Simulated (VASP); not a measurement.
# InSb (I-4m2) in VASP: further runs

Runs on InSb. Level: PBE. Tasks: single point.

Everything below comes from runs of VASP 6.6.1. Logs are shortened: lines on timing, memory, paths and dates and some standing lists are left out, and cuts for length are marked.

**1. The cell of the first run**

It takes space group I-4m2 (No. 119, tetragonal). Conventional cell: a = 4.581 Å, b = 4.581 Å, c = 6.446 Å, α = 90.00°, β = 90.00°, γ = 90.00°. Within 3.7 Å of In (site symmetry -4m2) lie 4 Sb at 2.80 Å. Sb (site symmetry -4m2) has 4 In at 2.80 Å within 3.7 Å.

**2. Single point, PBE (strain -0.0050 x Voigt [0, 0, 1, 0, 0, 0])**

Contents of INCAR:

```
SYSTEM = InSb
PREC = Accurate ; ENCUT = 520
EDIFF = 1E-6 ; ISMEAR = 0
SIGMA = 0.15 ; LREAL = .FALSE.
LASPH = .TRUE. ; NELM = 60
ALGO = Normal ; ISIF = 2
LWAVE = .FALSE. ; LCHARG = .FALSE.
GGA = PE ; NBANDS = 16
```

Contents of KPOINTS:

```
Automatic mesh
0
G
  12 12 12
  0 0 0
```

Contents of POSCAR:

```
InSb
1.0
    0.0000000000      3.2391000000      3.2229045000
    3.2391000000      0.0000000000      3.2229045000
    3.2391000000      3.2391000000      0.0000000000
In Sb
1 1
Direct
    0.0000000000      0.0000000000      0.0000000000
    0.7500000000      0.7500000000      0.7500000000
```

Potentials or basis: VASP PAW PBE potentials, release 64 (In_d, Sb).

Launch:

```sh
$ cat potpaw_PBE.64/In_d/POTCAR potpaw_PBE.64/Sb/POTCAR > POTCAR
$ mpirun -np 1 vasp_std > vasp.out
```

OUTCAR:

```text
SYSTEM = InSb
   PREC = Accurate
   ENCUT = 520
   EDIFF = 1E-6
   ISMEAR = 0
   LREAL = .FALSE.
   LASPH = .TRUE.
   NELM = 60
   ISIF = 2
   GGA = PE

 ion  position               nearest neighbor table
   1  0.000  0.000  0.000-   2 2.80   2 2.80   2 2.80   2 2.80
   2  0.750  0.750  0.750-   1 2.80   1 2.80   1 2.80   1 2.80

  LATTYP: Found a body centered tetragonal cell.
 ALAT       =     4.5807791499
 C/A-ratio  =     1.4071424946

  Lattice vectors:

 A1 = (   0.0000000000,  -3.2391000000,  -3.2229045000)
 A2 = (   0.0000000000,   3.2391000000,  -3.2229045000)
 A3 = (   3.2391000000,   0.0000000000,   3.2229045000)

Analysis of symmetry for initial positions (statically):
=====================================================================
 Subroutine PRICEL returns:
 Original cell was already a primitive cell.

 Routine SETGRP: Setting up the symmetry group for a
 body centered tetragonal supercell.

 Subroutine GETGRP returns: Found  8 space group operations
 (whereof  8 operations were pure point group operations)
 out of a pool of 16 trial point group operations.

The static configuration has the point symmetry D_2d.

Analysis of symmetry for dynamics (positions and initial velocities):
=====================================================================
 Subroutine PRICEL returns:
 Original cell was already a primitive cell.

 Routine SETGRP: Setting up the symmetry group for a
 body centered tetragonal supercell.

 Subroutine GETGRP returns: Found  8 space group operations
 (whereof  8 operations were pure point group operations)
 out of a pool of 16 trial point group operations.

The dynamic configuration has the point symmetry D_2d.

 Subroutine INISYM returns: Found  8 space group operations
 (whereof  8 operations are pure point group operations),
 and found     1 'primitive' translations

----------------------------------------------------------------------------------------

                                     Primitive cell

  volume of cell :      67.6279

  direct lattice vectors                    reciprocal lattice vectors
     0.000000000  3.239100000  3.222904500    -0.154363867  0.154363867  0.155139564
     3.239100000  0.000000000  3.222904500     0.154363867 -0.154363867  0.155139564
     3.239100000  3.239100000  0.000000000     0.154363867  0.154363867 -0.155139564

  length of vectors
     4.569341553  4.569341553  4.580779150     0.267814658  0.267814658  0.267814658

  position of ions in fractional coordinates (direct lattice)
     0.000000000  0.000000000  0.000000000
     0.750000000  0.750000000  0.750000000

  ion indices of the primitive-cell ions
   primitive index   ion index
                 1           1
                 2           2

----------------------------------------------------------------------------------------

 KPOINTS: Automatic mesh

Automatic generation of k-mesh.
 Grid dimensions read from file:
 generate k-points for:   12   12   12

 Generating k-lattice:

  Cartesian coordinates                     Fractional coordinates (reciprocal lattice)
    -0.012863656  0.012863656  0.012928297     0.083333333 -0.000000000  0.000000000
     0.012863656 -0.012863656  0.012928297    -0.000000000  0.083333333  0.000000000
     0.012863656  0.012863656 -0.012928297     0.000000000  0.000000000  0.083333333

  Length of vectors
     0.022317888  0.022317888  0.022317888

  Shift w.r.t. Gamma in fractional coordinates (k-lattice)
     0.000000000  0.000000000  0.000000000

 Subroutine IBZKPT returns following result:
 ===========================================

 Found    163 irreducible k-points:

 Following reciprocal coordinates:
            Coordinates               Weight
  0.000000  0.000000  0.000000      1.000000
  0.083333  0.000000  0.000000      8.000000
  0.166667  0.000000  0.000000      8.000000
  0.250000  0.000000  0.000000      8.000000
  0.333333 -0.000000  0.000000      8.000000
  0.416667  0.000000  0.000000      8.000000
[... 16 lines left out ...]
  0.500000  0.166667  0.000000      8.000000
 -0.416667  0.166667  0.000000      8.000000
 [... further k-points ...]
   k-points           NKPTS =    163   k-points in BZ     NKDIM =    163   number of bands    NBANDS=     16
   number of dos      NEDOS =    301   number of ions     NIONS =      2
   total plane-waves  NPLWV =  46656
   dimension x,y,z NGX =    36 NGY =   36 NGZ =   36
   dimension x,y,z NGXF=    72 NGYF=   72 NGZF=   72
   ions per type =               1   1
   NGX,Y,Z   is equivalent  to a cutoff of  13.10, 13.10, 13.07 a.u.
   NGXF,Y,Z  is equivalent  to a cutoff of  26.20, 26.20, 26.13 a.u.
 SYSTEM =  InSb
   PREC   = accura    normal or accurate (medium, high low for compatibility)
   ISTART =      0    job   : 0-new  1-cont  2-samecut
   ICHARG =      2    charge: 1-file 2-atom 10-const
   ISPIN  =      1    spin polarized calculation?
   LNONCOLLINEAR =      F non collinear calculations
   LSORBIT =      F    spin-orbit coupling
   LASPH  =      T    aspherical Exc in radial PAW
   ENCUT  =  520.0 eV  38.22 Ry    6.18 a.u.   8.50  8.50  8.52*2*pi/ulx,y,z
   NELM   =     60;   NELMIN=  2; NELMDL= -5     # of ELM steps
   EDIFF  = 0.1E-05   stopping-criterion for ELM
   LREAL  =      F    real-space projection
   EDIFFG = 0.1E-04   stopping-criterion for IOM
   NSW    =      0    number of steps for IOM
   IBRION =     -1    ionic relax: 0-MD 1-quasi-New 2-CG
   NFREE  =      0    steps in history (QN), initial steepest desc. (CG)
   ISIF   =      2    stress and relaxation
   ISYM   =      2    0-nonsym 1-usesym 2-fastsym
   POTIM  = 0.5000    time-step for ionic-motion
   TEBEG  =    0.0;   TEEND  =   0.0 temperature during run
   PSTRESS=    0.0 pullay stress
   NELECT =      18.0000    total number of electrons
   NUPDOWN=      -1.0000    fix difference up-down
   EMIN   =  10.00;   EMAX   =-10.00  energy-range for DOS
   EFERMI =   0.00;   METHOD = LEGACY
   ISMEAR =     0;   SIGMA  =   0.15  broadening in eV -4-tet -1-fermi 0-gaus
   EFERMI_NEDOS =   21; number of points for ismear=-14 and -15
   IALGO  =     38    algorithm
   IMIX   =      4    mixing-type and parameters
     AMIX     =   0.40;   BMIX     =  1.00
     AMIX_MAG =   1.60;   BMIX_MAG =  1.00
  volume/ion in A,a.u.               =      33.81       228.19
  Fermi-wavevector in a.u.,A,eV,Ry     =   1.053069  1.990012 15.088248  1.108955
  Thomas-Fermi vector in A             =   2.188177
   LORBIT       =      0    0 simple, 1 ext, 2 COOP (PROOUT), +10 PAW based schemes
   GGA     = PE    functional components
   LHFCALC =     F    Hartree Fock is set to
   AEXX    =    0.0000 exact exchange contribution
   IVDW    =     0    specifies the selected vdW correction
   LEPSILON=     F    determine dielectric tensor
   LRPA    =     F    only Hartree local field effects (RPA)
 non-spin polarized calculation
 Gauss-broadening in eV      SIGMA  =   0.15
  energy-cutoff  :      520.00
  volume of cell :       67.63
 maximum number of plane-waves:      1845
 NGX is ok and might be reduce to    36
   NGX = 17   NGY = 17   NGZ = 17

 number of electron      17.9999994 magnetization

 Free energy of the ion-electron system (eV)
  ---------------------------------------------------
  ext. energy  EPLUGINS =         0.00000000
  ---------------------------------------------------
  free energy    TOTEN  =        -6.89990803 eV

  energy without entropy =       -6.89965607  energy(sigma->0) =       -6.89978205

 E-fermi :   5.2759     XC(G=0):  -8.7091

 val. band max:        5.1791712560   @ k =   0.0000   0.0000   0.0000
 cond. band min:       5.7096582530   @ k =   0.5000   0.0000   0.0000
 fundamental gap:      0.5304869970
 Fermi energy:         5.2759196910

 k-point     1 :       0.0000    0.0000    0.0000
  band No.  band energies     occupation
      1      -9.4551      2.00000
      2      -9.4551      2.00000
      3      -9.4541      2.00000
      4      -9.3684      2.00000
      5      -9.3677      2.00000
      6      -5.5898      2.00000
[... 8 lines left out ...]
     15      13.4161      0.00000
     16      13.4901      0.00000

 k-point     2 :       0.0833    0.0000    0.0000
  band No.  band energies     occupation
      1      -9.4581      2.00000
      2      -9.4536      2.00000
      3      -9.4529      2.00000
      4      -9.3685      2.00000
      5      -9.3678      2.00000
      6      -5.5258      2.00000
[... 8 lines left out ...]
     15      12.8924      0.00000
     16      12.9488      0.00000

 k-point     3 :       0.1667    0.0000    0.0000
  band No.  band energies     occupation
      1      -9.4671      2.00000
      2      -9.4496      2.00000
      3      -9.4489      2.00000
      4      -9.3688      2.00000
      5      -9.3680      2.00000
      6      -5.3388      2.00000
[... 8 lines left out ...]
     15      12.4647      0.00000
     16      12.5052      0.00000

 k-point     4 :       0.2500    0.0000    0.0000
  band No.  band energies     occupation
      1      -9.4793      2.00000
      2      -9.4445      2.00000
      3      -9.4438      2.00000
      4      -9.3687      2.00000
      5      -9.3678      2.00000
      6      -5.0461      2.00000
[... 8 lines left out ...]
     15      12.4486      0.00000
     16      12.4677      0.00000
[... 324 lines left out ...]
 k-point    22 :       0.4167    0.1667    0.0000
  band No.  band energies     occupation
      1      -9.5049      2.00000
      2      -9.4326      2.00000
      3      -9.4301      2.00000
      4      -9.3744      2.00000
      5      -9.3636      2.00000
      6      -4.3700      2.00000
[... 8 lines left out ...]
     15      13.8068      0.00000
     16      14.4320      0.00000

 k-point    23 :       0.5000    0.1667    0.0000
  band No.  band energies     occupation
      1      -9.5091      2.00000
      2      -9.4312      2.00000
      3      -9.4288      2.00000
      4      -9.3725      2.00000
      5      -9.3645      2.00000
      6      -4.0952      2.00000
[... 8 lines left out ...]
     15      14.2215      0.00000
     16      14.4685      0.00000

 k-point    24 :      -0.4167    0.1667    0.0000
  band No.  band energies     occupation
      1      -9.5087      2.00000
      2      -9.4312      2.00000
      3      -9.4298      2.00000
      4      -9.3702      2.00000
      5      -9.3664      2.00000
      6      -4.0533      2.00000
[... 8 lines left out ...]
     15      13.4261      0.00000
     16      13.7608      0.00000

 [... further k-points ...]
[... 5 lines left out ...]
  --------------------------------------------------------------------------------------
  -------------------------------------------------------------------------------------
  Total        1.4055055      1.4055055      1.4587576      0.0000000      0.0000000      0.0000000
  in kB       33.2979114     33.2979114     34.5595090      0.0000000      0.0000000      0.0000000
  external PRESSURE =      33.7184439 kB  Pullay stress =       0.0000000 kB

 VOLUME and BASIS-vectors are now :
 -----------------------------------------------------------------------------
  energy-cutoff  :      520.00
  volume of cell :       67.63
      direct lattice vectors                 reciprocal lattice vectors
     0.000000000  3.239100000  3.222904500    -0.154363867  0.154363867  0.155139564
     3.239100000  0.000000000  3.222904500     0.154363867 -0.154363867  0.155139564
     3.239100000  3.239100000  0.000000000     0.154363867  0.154363867 -0.155139564

 POSITION                                       TOTAL-FORCE (eV/Angst)
 -----------------------------------------------------------------------------------
      0.00000      0.00000      0.00000         0.000000      0.000000      0.000000
      4.85865      4.85865      4.83436        -0.000000     -0.000000     -0.000000
 -----------------------------------------------------------------------------------
    total drift:                                0.000000      0.000000     -0.000000

  FREE ENERGIE OF THE ION-ELECTRON SYSTEM (eV)
  ---------------------------------------------------
  free  energy   TOTEN  =        -6.8999080274 eV

  energy  without entropy=       -6.8996560650  energy(sigma->0) =       -6.89978205
```

Wall time 1.7 min (1 thread of AMD EPYC 9R45 (Zen 5), shared host); peak memory 0.31 GiB.

Results:

| Item | Value |
| --- | --- |
| Free energy | -6.8999 eV |
| Pressure | 3.4 GPa |

Stress tensor (GPa, compression positive):
```
3.33 0.00 0.00
0.00 3.33 0.00
0.00 0.00 3.46
```

Caveat: the cell differs from its parent crystal (strain -0.0050 x Voigt [0, 0, 1, 0, 0, 0]); spin-orbit coupling is left out, which moves the levels of the heavy elements.

**3. Single point, PBE (strain +0.0050 x Voigt [0, 0, 1, 0, 0, 0])**

Contents of INCAR:

```
ALGO = Normal ; EDIFF = 1E-7
ENCUT = 520 ; GGA = PE
ISIF = 2 ; ISMEAR = 0
LASPH = True ; LCHARG = True
LELF = True ; LREAL = False
LVHAR = True ; LWAVE = False
NBANDS = 16 ; NELM = 80
PREC = Accurate ; SIGMA = 0.15
```

Contents of KPOINTS:

```
k-points
0
Gamma
  12 12 12
```

Contents of POSCAR:

```
InSb
1.0
    0.0000000000      3.2391000000      3.2552955000
    3.2391000000      0.0000000000      3.2552955000
    3.2391000000      3.2391000000      0.0000000000
In Sb
1 1
Direct
    0.0000000000      0.0000000000      0.0000000000
    0.7500000000      0.7500000000      0.7500000000
```

Potentials or basis: VASP PAW PBE potentials, release 64 (In_d, Sb).

Launch:

```sh
$ cat potpaw_PBE.64/In_d/POTCAR potpaw_PBE.64/Sb/POTCAR > POTCAR
$ mpirun -np 1 vasp_std > vasp.out
```

Wall time 2 min (1 thread of AMD EPYC 9R45 (Zen 5), shared host); peak memory 0.31 GiB.

Results (log left out):

```yaml
Free_energy: -6.9133 eV
Pressure: 2.9 GPa
Band_gap_on_the_k_mesh: zero (filled and empty bands touch)
```

Stress tensor (GPa, compression positive):
```
2.91 0.00 0.00
0.00 2.91 0.00
0.00 0.00 2.78
```

Levels at points of the mesh, in eV from the Fermi level:
| k point | band 6 | band 7 | band 8 | band 9 | band 10 | band 11 | band 12 | band 13 |
| --- | --- | --- | --- | --- | --- | --- | --- | --- |
| (0.00, 0.00, 0.00) | -10.80 | -0.33 | -0.13 | -0.11 | -0.11 | 2.84 | 2.84 | 2.85 |
| (0.50, 0.00, 0.00) | -9.45 | -5.71 | -1.13 | -1.10 | 0.42 | 3.69 | 3.71 | 5.98 |
| (0.50, 0.50, 0.00) | -8.85 | -6.02 | -2.34 | -2.34 | 1.24 | 1.26 | 8.01 | 8.01 |
| (0.50, 0.00, 0.50) | -8.84 | -6.00 | -2.37 | -2.37 | 1.21 | 1.23 | 8.00 | 8.02 |

Caveat: the cell differs from its parent crystal (strain +0.0050 x Voigt [0, 0, 1, 0, 0, 0]); spin-orbit coupling is left out, which moves the levels of the heavy elements.

**4. Single point, PBE (strain +0.0100 x Voigt [0, 0, 1, 0, 0, 0])**

Contents of INCAR:

```
SYSTEM = InSb
PREC = Accurate
ENCUT = 520
EDIFF = 1E-6
ISMEAR = 0
SIGMA = 0.15
LREAL = .False.
LASPH = .True.
NELM = 80
ALGO = Normal
ISIF = 2
LWAVE = .False.
LCHARG = .False.
GGA = PE
NBANDS = 16
```

Contents of KPOINTS:

```
Automatic mesh
0
Gamma
  12 12 12
  0 0 0
```

Contents of POSCAR:

```
InSb
1.0
    0.0000000000      3.2391000000      3.2714910000
    3.2391000000      0.0000000000      3.2714910000
    3.2391000000      3.2391000000      0.0000000000
In Sb
1 1
Direct
    0.0000000000      0.0000000000      0.0000000000
    0.7500000000      0.7500000000      0.7500000000
```

Launch:

```sh
$ cat potpaw_PBE.64/In_d/POTCAR potpaw_PBE.64/Sb/POTCAR > POTCAR
$ mpirun -np 1 vasp_std > vasp.out
```

It took 1.8 min on 1 thread of AMD EPYC 9R45 (Zen 5), shared host; peak memory 0.31 GiB.

It converged, with:

```yaml
Free_energy: -6.9188 eV
Pressure: 2.6 GPa
Band_gap_on_the_k_mesh: zero (filled and empty bands touch)
```

Stress tensor (GPa, compression positive):
```
2.70 0.00 0.00
0.00 2.70 0.00
0.00 0.00 2.44
```

Levels at points of the mesh, in eV from the Fermi level:
```csv
k point,band 7,band 8,band 9,band 10,band 11,band 12
"(0.00, 0.00, 0.00)",-0.36,-0.15,-0.10,-0.10,2.84,2.84
"(0.50, 0.00, 0.00)",-5.69,-1.14,-1.08,0.40,3.67,3.72
"(0.50, 0.50, 0.00)",-6.02,-2.31,-2.31,1.27,1.28,7.97
"(0.50, 0.00, 0.50)",-5.98,-2.37,-2.36,1.19,1.23,7.96
```

Caveat: the cell differs from its parent crystal (strain +0.0100 x Voigt [0, 0, 1, 0, 0, 0]); spin-orbit coupling is left out, which moves the levels of the heavy elements.

**5. Single point, PBE (strain +0.0150 x Voigt [0, 0, 1, 0, 0, 0])**

Contents of INCAR:

```
PREC     = Accurate       # precision mode
ENCUT    = 520            # plane-wave cutoff, eV
EDIFF    = 1E-7           # SCF threshold, eV
ISMEAR   = 0              # smearing method
SIGMA    = 0.15           # smearing width, eV
LREAL    = F              # projectors in reciprocal space
LASPH    = T              # aspherical terms in the spheres
NELM     = 100            # most SCF steps
ALGO     = Normal         # electronic algorithm
ISIF     = 2              # what is computed and relaxed
LWAVE    = F              # write WAVECAR
LCHARG   = F              # write CHGCAR
GGA      = PE             # functional
NBANDS   = 16             # bands
```

Contents of KPOINTS:

```
Automatic mesh
0
Gamma
  12 12 12
```

Contents of POSCAR:

```
InSb
1.0
    0.0000000000      3.2391000000      3.2876865000
    3.2391000000      0.0000000000      3.2876865000
    3.2391000000      3.2391000000      0.0000000000
In Sb
1 1
Direct
    0.0000000000      0.0000000000      0.0000000000
    0.7500000000      0.7500000000      0.7500000000
```

Launch:

```sh
$ cat potpaw_PBE.64/In_d/POTCAR potpaw_PBE.64/Sb/POTCAR > POTCAR
$ mpirun -np 1 vasp_std > vasp.out
```

Run time: 2 min. Hardware: 1 thread of AMD EPYC 9R45 (Zen 5), shared host; peak memory 0.31 GiB.

Results (log left out):

| Property | Result |
| --- | --- |
| Free energy | -6.9237 eV |
| Pressure | 2.4 GPa |
| Band gap on the k mesh | zero (filled and empty bands touch) |

Stress tensor (GPa, compression positive):
```
2.51 0.00 0.00
0.00 2.51 0.00
0.00 0.00 2.11
```

Levels at points of the mesh, in eV from the Fermi level:
```tsv
k point	band 5	band 6	band 7	band 8	band 9	band 10	band 11	band 12	band 13	band 14
(0.00, 0.00, 0.00)	-14.61	-10.75	-0.39	-0.17	-0.10	-0.10	2.83	2.83	2.86	5.60
(0.50, 0.00, 0.00)	-14.61	-9.42	-5.67	-1.15	-1.06	0.39	3.66	3.73	5.99	8.07
(0.50, 0.50, 0.00)	-14.61	-8.85	-6.02	-2.28	-2.28	1.29	1.30	7.94	7.94	8.53
(0.50, 0.00, 0.50)	-14.60	-8.81	-5.95	-2.36	-2.36	1.18	1.23	7.91	7.97	8.61
```

Caveat: the cell differs from its parent crystal (strain +0.0150 x Voigt [0, 0, 1, 0, 0, 0]); spin-orbit coupling is left out, which moves the levels of the heavy elements.

(Continued in part 2 of 3.)
